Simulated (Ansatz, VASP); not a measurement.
**Sb: VASP beside Ansatz**

Contents of INCAR:

```
PREC = Accurate
ENCUT = 520
EDIFF = 1E-6
ISMEAR = 0
SIGMA = 0.05
LREAL = False
LASPH = True
NELM = 80
ALGO = Normal
ISIF = 2
LWAVE = False
LCHARG = True
GGA = PE
LELF = True
LVHAR = True
NBANDS = 8
```

Contents of KPOINTS:

```
regular mesh
0
Gamma
  12 12 12
```

POSCAR

```
Sb
1.0
   -1.5765401831      1.5765401831      2.7119384313
    1.5765401831     -1.5765401831      2.7119384313
    1.5765401831      1.5765401831     -2.7119384313
Sb
1
Direct
    0.0000000000      0.0000000000      0.0000000000
```

Contents of input.yaml:

```yaml
crystal:
  lattice:
    - [-1.5765401831, 1.5765401831, 2.7119384313]
    - [1.5765401831, -1.5765401831, 2.7119384313]
    - [1.5765401831, 1.5765401831, -2.7119384313]
  atoms:
    - { symbol: Sb, position: [0.0, 0.0, 0.0] }
kpoints:
  mp_grid: { grid: [12, 12, 12] }
scf:
  occupations: { method: gaussian, width: 0.05 }
hamiltonian:
  xc: pbe
  pseudopotentials: { kind: all_electron, lapw: { basis_error: 0.001 } }
output:
  forces: true
  stress: true
  eigenvalues: true
```

Alike in both runs: task single point; functional PBE; k mesh 12 × 12 × 12; occupations gaussian, width 0.05 eV; no spin polarisation.

```csv
,VASP,Ansatz
version,VASP 6.6.1,Ansatz 0.2.0
potentials or method,"VASP PAW PBE potentials, release 64 (Sb), cutoff 520 eV","all-electron LAPW, scalar-relativistic"
```

```tsv
	VASP	Ansatz	Ansatz less VASP
gap on the k mesh at the Fermi level (eV)	none	none	-
pressure (GPa)	1.7	1.8	+0.12
traceless stress, the component that is largest in VASP (GPa)	-0.44	-0.42	+0.014
```

A gap of «none» marks a metal or a gap that the smearing closes. Ansatz ran all-electron here, and VASP with PAW potentials.

Spin-orbit coupling is off throughout.
